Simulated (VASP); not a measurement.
# Pt (Fm-3m) in VASP: notebook

Pt is run at these levels: LDA; tasks: single point, relaxation of volume and atoms at fixed shape.

All numbers are computed with VASP 6.6.1; they aren't measurements. Logs are shortened: lines on timing, memory, paths and dates and some standing lists are left out, and cuts for length are marked.

## Step 1: The cell of the first run

It takes space group Fm-3m (No. 225, cubic). The conventional cell has a = 3.894 Å, b = 3.894 Å, c = 3.894 Å, α = 90.00°, β = 90.00°, γ = 90.00°. Within 3.6 Å of Pt (site symmetry m-3m) lie 12 Pt at 2.75 Å.

## Step 2: Single point, LDA

The input, INCAR:

```
SYSTEM = Pt
ALGO = Normal ; EDIFF = 1E-6
ENCUT = 520 ; ISIF = 2
ISMEAR = -1 ; LASPH = .TRUE.
LCHARG = .FALSE. ; LREAL = .FALSE.
LWAVE = .FALSE. ; NBANDS = 11
NELM = 100 ; PREC = Accurate
SIGMA = 0.05
```

The input, KPOINTS:

```
k-points
0
G
  20 20 20
  0 0 0
```

The input, POSCAR:

```
Pt
1.0
    0.0000000000      1.9468995907      1.9468995907
    1.9468995907      0.0000000000      1.9468995907
    1.9468995907      1.9468995907      0.0000000000
Pt
1
Direct
    0.0000000000      0.0000000000      0.0000000000
```

Potentials or basis: VASP PAW LDA potentials, release 64 (Pt).

On the command line:

```sh
> cat potpaw_LDA.64/Pt/POTCAR > POTCAR
> mpirun -np 1 vasp_std > vasp.out
```

OUTCAR:

```text
SYSTEM = Pt
   EDIFF = 1E-6
   ENCUT = 520
   ISIF = 2
   ISMEAR = -1
   LASPH = .TRUE.
   LREAL = .FALSE.
   NELM = 100
   PREC = Accurate

 ion  position               nearest neighbor table
   1  0.000  0.000  0.000-

  LATTYP: Found a face centered cubic cell.
 ALAT       =     3.8937991814

  Lattice vectors:

 A1 = (   0.0000000000,   1.9468995907,   1.9468995907)
 A2 = (   1.9468995907,   0.0000000000,   1.9468995907)
 A3 = (   1.9468995907,   1.9468995907,   0.0000000000)

Analysis of symmetry for initial positions (statically):
=====================================================================
 Subroutine PRICEL returns:
 Original cell was already a primitive cell.

 Routine SETGRP: Setting up the symmetry group for a
 face centered cubic supercell.

 Subroutine GETGRP returns: Found 48 space group operations
 (whereof 48 operations were pure point group operations)
 out of a pool of 48 trial point group operations.

The static configuration has the point symmetry O_h .

Analysis of symmetry for dynamics (positions and initial velocities):
=====================================================================
 Subroutine PRICEL returns:
 Original cell was already a primitive cell.

 Routine SETGRP: Setting up the symmetry group for a
 face centered cubic supercell.

 Subroutine GETGRP returns: Found 48 space group operations
 (whereof 48 operations were pure point group operations)
 out of a pool of 48 trial point group operations.

The dynamic configuration has the point symmetry O_h .

 Subroutine INISYM returns: Found 48 space group operations
 (whereof 48 operations are pure point group operations),
 and found     1 'primitive' translations

----------------------------------------------------------------------------------------

                                     Primitive cell

  volume of cell :      14.7591

  direct lattice vectors                    reciprocal lattice vectors
     0.000000000  1.946899591  1.946899591    -0.256818586  0.256818586  0.256818586
     1.946899591  0.000000000  1.946899591     0.256818586 -0.256818586  0.256818586
     1.946899591  1.946899591  0.000000000     0.256818586  0.256818586 -0.256818586

  length of vectors
     2.753331806  2.753331806  2.753331806     0.444822839  0.444822839  0.444822839

  position of ions in fractional coordinates (direct lattice)
     0.000000000  0.000000000  0.000000000

  ion indices of the primitive-cell ions
   primitive index   ion index
                 1           1

----------------------------------------------------------------------------------------

 KPOINTS: k-points

Automatic generation of k-mesh.
 Grid dimensions read from file:
 generate k-points for:   20   20   20

 Generating k-lattice:

  Cartesian coordinates                     Fractional coordinates (reciprocal lattice)
    -0.012840929  0.012840929  0.012840929     0.050000000  0.000000000  0.000000000
     0.012840929 -0.012840929  0.012840929     0.000000000  0.050000000  0.000000000
     0.012840929  0.012840929 -0.012840929     0.000000000  0.000000000  0.050000000

  Length of vectors
     0.022241142  0.022241142  0.022241142

  Shift w.r.t. Gamma in fractional coordinates (k-lattice)
     0.000000000  0.000000000  0.000000000

 Subroutine IBZKPT returns following result:
 ===========================================

 Found    256 irreducible k-points:

 Following reciprocal coordinates:
            Coordinates               Weight
  0.000000  0.000000  0.000000      1.000000
  0.050000  0.000000  0.000000      8.000000
  0.100000  0.000000  0.000000      8.000000
  0.150000  0.000000  0.000000      8.000000
  0.200000  0.000000  0.000000      8.000000
  0.250000  0.000000  0.000000      8.000000
[... 16 lines left out ...]
 -0.400000  0.050000  0.000000     24.000000
 -0.350000  0.050000  0.000000     24.000000
 [... further k-points ...]
   k-points           NKPTS =    256   k-points in BZ     NKDIM =    256   number of bands    NBANDS=     11
   number of dos      NEDOS =    301   number of ions     NIONS =      1
   total plane-waves  NPLWV =   8000
   dimension x,y,z NGX =    20 NGY =   20 NGZ =   20
   dimension x,y,z NGXF=    40 NGYF=   40 NGZF=   40
   ions per type =               1
   NGX,Y,Z   is equivalent  to a cutoff of  12.08, 12.08, 12.08 a.u.
   NGXF,Y,Z  is equivalent  to a cutoff of  24.15, 24.15, 24.15 a.u.
 SYSTEM =  Pt
   PREC   = accura    normal or accurate (medium, high low for compatibility)
   ISTART =      0    job   : 0-new  1-cont  2-samecut
   ICHARG =      2    charge: 1-file 2-atom 10-const
   ISPIN  =      1    spin polarized calculation?
   LNONCOLLINEAR =      F non collinear calculations
   LSORBIT =      F    spin-orbit coupling
   LASPH  =      T    aspherical Exc in radial PAW
   ENCUT  =  520.0 eV  38.22 Ry    6.18 a.u.   5.12  5.12  5.12*2*pi/ulx,y,z
   NELM   =    100;   NELMIN=  2; NELMDL= -5     # of ELM steps
   EDIFF  = 0.1E-05   stopping-criterion for ELM
   LREAL  =      F    real-space projection
   EDIFFG = 0.1E-04   stopping-criterion for IOM
   NSW    =      0    number of steps for IOM
   IBRION =     -1    ionic relax: 0-MD 1-quasi-New 2-CG
   NFREE  =      0    steps in history (QN), initial steepest desc. (CG)
   ISIF   =      2    stress and relaxation
   ISYM   =      2    0-nonsym 1-usesym 2-fastsym
   POTIM  = 0.5000    time-step for ionic-motion
   TEBEG  =    0.0;   TEEND  =   0.0 temperature during run
   PSTRESS=    0.0 pullay stress
   NELECT =      10.0000    total number of electrons
   NUPDOWN=      -1.0000    fix difference up-down
   EMIN   =  10.00;   EMAX   =-10.00  energy-range for DOS
   EFERMI =   0.00;   METHOD = LEGACY
   ISMEAR =    -1;   SIGMA  =   0.05  broadening in eV -4-tet -1-fermi 0-gaus
   EFERMI_NEDOS =   21; number of points for ismear=-14 and -15
   IALGO  =     38    algorithm
   IMIX   =      4    mixing-type and parameters
     AMIX     =   0.40;   BMIX     =  1.00
     AMIX_MAG =   1.60;   BMIX_MAG =  1.00
  volume/ion in A,a.u.               =      14.76        99.60
  Fermi-wavevector in a.u.,A,eV,Ry     =   1.437875  2.717191 28.129853  2.067486
  Thomas-Fermi vector in A             =   2.556905
   LORBIT       =      0    0 simple, 1 ext, 2 COOP (PROOUT), +10 PAW based schemes
   GGA     = CA    functional components
   LHFCALC =     F    Hartree Fock is set to
   AEXX    =    0.0000 exact exchange contribution
   IVDW    =     0    specifies the selected vdW correction
   LEPSILON=     F    determine dielectric tensor
   LRPA    =     F    only Hartree local field effects (RPA)
 non-spin polarized calculation
  energy-cutoff  :      520.00
  volume of cell :       14.76
 maximum number of plane-waves:       415
   NGX = 11   NGY = 11   NGZ = 11

 number of electron      10.0000000 magnetization

 Free energy of the ion-electron system (eV)
  ---------------------------------------------------
  ext. energy  EPLUGINS =         0.00000000
  ---------------------------------------------------
  free energy    TOTEN  =        -7.51343877 eV

  energy without entropy =       -7.49971627  energy(sigma->0) =       -7.50657752

 E-fermi :  11.5736     XC(G=0): -13.8125

 val. band max:       11.5681869820   @ k =  -0.4500   0.1000   0.0500
 cond. band min:      11.5755279007   @ k =  -0.4000   0.3500   0.1000
 fundamental gap:      0.0073409187
 Fermi energy:        11.5736324396

 k-point     1 :       0.0000    0.0000    0.0000
  band No.  band energies     occupation
      1       1.0743      2.00000
      2       7.6119      2.00000
      3       7.6119      2.00000
      4       7.6119      2.00000
      5       9.8839      2.00000
      6       9.8839      2.00000
      7      26.1213      0.00000
      8      31.1660      0.00000
      9      31.1660      0.00000
     10      31.1660      0.00000
     11      36.6979      0.00000

 k-point     2 :       0.0500    0.0000    0.0000
  band No.  band energies     occupation
      1       1.1777      2.00000
      2       7.5642      2.00000
      3       7.6540      2.00000
      4       7.6540      2.00000
      5       9.8593      2.00000
      6       9.8593      2.00000
      7      26.2868      0.00000
      8      30.6207      0.00000
      9      31.3283      0.00000
     10      31.3283      0.00000
     11      37.3171      0.00000

 k-point     3 :       0.1000    0.0000    0.0000
  band No.  band energies     occupation
      1       1.4800      2.00000
      2       7.4379      2.00000
      3       7.7677      2.00000
      4       7.7677      2.00000
      5       9.8021      2.00000
      6       9.8021      2.00000
      7      26.7487      0.00000
      8      29.4220      0.00000
      9      31.8034      0.00000
     10      31.8034      0.00000
     11      38.3486      0.00000

 k-point     4 :       0.1500    0.0000    0.0000
  band No.  band energies     occupation
      1       1.9552      2.00000
      2       7.2821      2.00000
      3       7.9108      2.00000
      4       7.9108      2.00000
      5       9.7640      2.00000
      6       9.7640      2.00000
      7      27.3866      0.00000
      8      28.0228      0.00000
      9      32.5557      0.00000
     10      32.5557      0.00000
     11      37.3369      0.00000

 k-point     5 :       0.2000    0.0000    0.0000
  band No.  band energies     occupation
      1       2.5478      2.00000
      2       7.1793      2.00000
      3       8.0099      2.00000
      4       8.0099      2.00000
      5       9.8279      2.00000
      6       9.8279      2.00000
      7      26.5468      0.00000
      8      27.9349      0.00000
      9      33.5119      0.00000
     10      33.5119      0.00000
     11      35.8004      0.00000
[... 211 lines left out ...]
 k-point    21 :       0.5000    0.0500    0.0000
  band No.  band energies     occupation
      1       4.0582      2.00000
      2       7.4864      2.00000
      3       7.6302      2.00000
      4      10.2745      2.00000
      5      11.6232      0.54125
      6      12.3114      0.00000
      7      17.6045      0.00000
      8      25.8628      0.00000
      9      30.4463      0.00000
     10      30.4805      0.00000
     11      40.1586      0.00000

 k-point    22 :      -0.4500    0.0500    0.0000
  band No.  band energies     occupation
      1       4.0600      2.00000
      2       7.5057      2.00000
      3       7.6298      2.00000
      4      10.2000      2.00000
      5      11.4900      1.68361
      6      12.2785      0.00000
      7      17.8274      0.00000
      8      25.9010      0.00000
      9      30.2821      0.00000
     10      30.8124      0.00000
     11      39.8529      0.00000

 k-point    23 :      -0.4000    0.0500    0.0000
  band No.  band energies     occupation
      1       4.0588      2.00000
      2       7.5806      2.00000
      3       7.6851      2.00000
      4       9.5261      2.00000
      5      11.1801      1.99924
      6      11.8867      0.00381
      7      19.0992      0.00000
      8      26.1662      0.00000
      9      30.5772      0.00000
     10      31.6165      0.00000
     11      38.6823      0.00000

 k-point    24 :      -0.3500    0.0500    0.0000
  band No.  band energies     occupation
      1       4.0102      2.00000
      2       7.6968      2.00000
      3       7.7887      2.00000
      4       8.5812      2.00000
      5      10.7528      2.00000
      6      11.4352      1.88198
      7      20.8383      0.00000
      8      26.6528      0.00000
      9      31.2554      0.00000
     10      32.8383      0.00000
     11      37.1237      0.00000

 [... further k-points ...]

------------------------ aborting loop because EDIFF is reached ----------------------------------------

  FORCE on cell =-STRESS in cart. coord.  units (eV):
  Direction    XX          YY          ZZ          XY          YZ          ZX
  --------------------------------------------------------------------------------------
  -------------------------------------------------------------------------------------
  Total        0.0732629      0.0732629      0.0732629      0.0000000      0.0000000      0.0000000
  in kB        7.9530512      7.9530512      7.9530512      0.0000000      0.0000000      0.0000000
  external PRESSURE =       7.9530512 kB  Pullay stress =       0.0000000 kB

 VOLUME and BASIS-vectors are now :
 -----------------------------------------------------------------------------
  energy-cutoff  :      520.00
  volume of cell :       14.76
      direct lattice vectors                 reciprocal lattice vectors
     0.000000000  1.946899591  1.946899591    -0.256818586  0.256818586  0.256818586
     1.946899591  0.000000000  1.946899591     0.256818586 -0.256818586  0.256818586
     1.946899591  1.946899591  0.000000000     0.256818586  0.256818586 -0.256818586

 POSITION                                       TOTAL-FORCE (eV/Angst)
 -----------------------------------------------------------------------------------
      0.00000      0.00000      0.00000         0.000000      0.000000      0.000000
 -----------------------------------------------------------------------------------
    total drift:                                0.000000      0.000000      0.000000

  FREE ENERGIE OF THE ION-ELECTRON SYSTEM (eV)
  ---------------------------------------------------
  free  energy   TOTEN  =        -7.5134387714 eV

  energy  without entropy=       -7.4997162685  energy(sigma->0) =       -7.50657752
```

Run time: 23 s. Hardware: 1 thread of Intel Xeon Platinum 8488C (Sapphire Rapids), shared host; peak memory 0.15 GiB.

Results:

```
Free energy            : -7.5134 eV
Pressure               : 0.8 GPa
Band gap on the k mesh : zero (bands 5 and 6 overlap by 2.32 eV)
```

Levels at points of the mesh, in eV from the Fermi level:
| k point | band 2 | band 3 | band 4 | band 5 | band 6 | band 7 | band 8 | band 9 |
| --- | --- | --- | --- | --- | --- | --- | --- | --- |
| (0.00, 0.00, 0.00) | -3.96 | -3.96 | -3.96 | -1.69 | -1.69 | 14.55 | 19.59 | 19.59 |
| (0.50, 0.00, 0.00) | -4.02 | -4.02 | -0.58 | 0.04 | 0.04 | 5.99 | 14.12 | 19.03 |
| (0.50, 0.50, 0.00) | -6.89 | 0.02 | 0.51 | 0.51 | 1.71 | 9.10 | 11.40 | 11.40 |

Caveat: spin-orbit coupling is left out, which moves the levels of the heavy elements.

## Step 3: Relaxation of volume and atoms at fixed shape, LDA

This run uses another cell than the first one, of 15.08 Å³/atom.

The input, INCAR:

```
SYSTEM = Pt
ALGO = Normal ; EDIFF = 1E-7
EDIFFG = -0.02 ; ENCUT = 600
GGA = CA ; IBRION = 2
ISIF = 8 ; ISMEAR = -1
LASPH = .TRUE. ; LCHARG = .FALSE.
LREAL = .FALSE. ; LWAVE = .FALSE.
NELM = 60 ; NSW = 80
PREC = Accurate ; SIGMA = 0.05
```

KPOINTS is that of step 2.

The input, POSCAR:

```
Pt
1.0
    0.0000000000      1.9609000000      1.9609000000
    1.9609000000      0.0000000000      1.9609000000
    1.9609000000      1.9609000000      0.0000000000
Pt
1
Direct
    0.0000000000      0.0000000000      0.0000000000
```

Potentials or basis: VASP PAW LDA potentials, release 64 (Pt).

On the command line:

```sh
> cat potpaw_LDA.64/Pt/POTCAR > POTCAR
> mpirun -np 1 vasp_std > vasp.out
```

It took 47 s on 1 thread of Intel Xeon Platinum 8488C (Sapphire Rapids), shared host; peak memory 0.19 GiB.

The run converged. Its results:

- Free energy: -7.5137 eV
- Relaxed volume: 14.81 Å³/atom
- Relaxed cell: a = 2.756 Å, b = 2.756 Å, c = 2.756 Å, α = 60.00°, β = 60.00°, γ = 60.00°
- Space group after relaxing (to 0.1 Å): Fm-3m (No. 225)
- Energy gained by relaxing: 4.8 meV/atom
- Ionic steps: 3
- Pressure after relaxing: -0.1 GPa
- Band gap on the k mesh: zero (bands 5 and 6 overlap by 2.31 eV)

The path:
```tsv
step	energy change (eV)	largest force (eV/Å)	pressure (GPa)	volume (Å³)
1	0.0000	0.0000	-5.42	15.08
2	0.0428	0.0000	20.02	13.99
3	-0.0048	0.0000	-0.13	14.81
```

Final structure:
```cif
data_structure
_symmetry_space_group_name_H-M 'P 1'
_symmetry_Int_Tables_number 1
_cell_length_a 2.7564
_cell_length_b 2.7564
_cell_length_c 2.7564
_cell_angle_alpha 60.000
_cell_angle_beta 60.000
_cell_angle_gamma 60.000
_cell_volume 14.81
loop_
_atom_site_label
_atom_site_type_symbol
_atom_site_fract_x
_atom_site_fract_y
_atom_site_fract_z
_atom_site_occupancy
Pt1 Pt 0.00000 0.00000 0.00000 1
```

Levels at points of the mesh, in eV from the Fermi level:
```
           k point  band 2  band 3  band 4  band 5  band 6  band 7  band 8  band 9
(0.00, 0.00, 0.00)   -3.94   -3.94   -3.94   -1.68   -1.68   14.56   19.58   19.58
(0.50, 0.00, 0.00)   -4.00   -4.00   -0.56    0.04    0.04    5.96   14.13   19.01
(0.50, 0.50, 0.00)   -6.86    0.02    0.50    0.50    1.72    9.06   11.39   11.39
```

Caveat: spin-orbit coupling is left out, which moves the levels of the heavy elements. Zero-point motion and thermal expansion aren't in these numbers.
